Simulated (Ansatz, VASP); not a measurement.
# Two plane-wave programs on Ta

```
CELL_PARAMETERS angstrom
-1.55391 1.55391 1.86470
1.55391 -1.55391 1.86470
1.55391 1.55391 -1.86470
ATOMIC_POSITIONS crystal
Ta 0.00000 0.00000 0.00000
```

Alike in both runs: task single point; functional r2SCAN; k mesh 22 × 22 × 22; occupations gaussian, width 0.15 eV; no spin polarisation.

|  | VASP | Ansatz |
| --- | --- | --- |
| version | VASP 6.6.1 | Ansatz 0.2.0 |
| potentials or method | VASP PAW PBE potentials, release 64 (Ta_pv), cutoff 520 eV | scalar-relativistic, plane waves, PAW |
| valence electrons in the cell | 11 | 13 |

Ansatz gave:

- gap on the k mesh at the Fermi level (eV): none
- pressure (GPa): 3.4
- traceless stress, the component that is largest in VASP (GPa): -10.34

Problem. Which values does VASP return?

Solution. gap on the k mesh at the Fermi level (eV): none; pressure (GPa): 4.0; traceless stress, the component that is largest in VASP (GPa): -10.28.

VASP's potentials were made for PBE, not for r2SCAN. A gap of «none» marks a metal or a gap that the smearing closes. VASP's potentials hold 11 valence electrons a cell and Ansatz's 13, so a difference there can come from the potentials and not from the codes.

Neither program's run includes spin-orbit coupling.
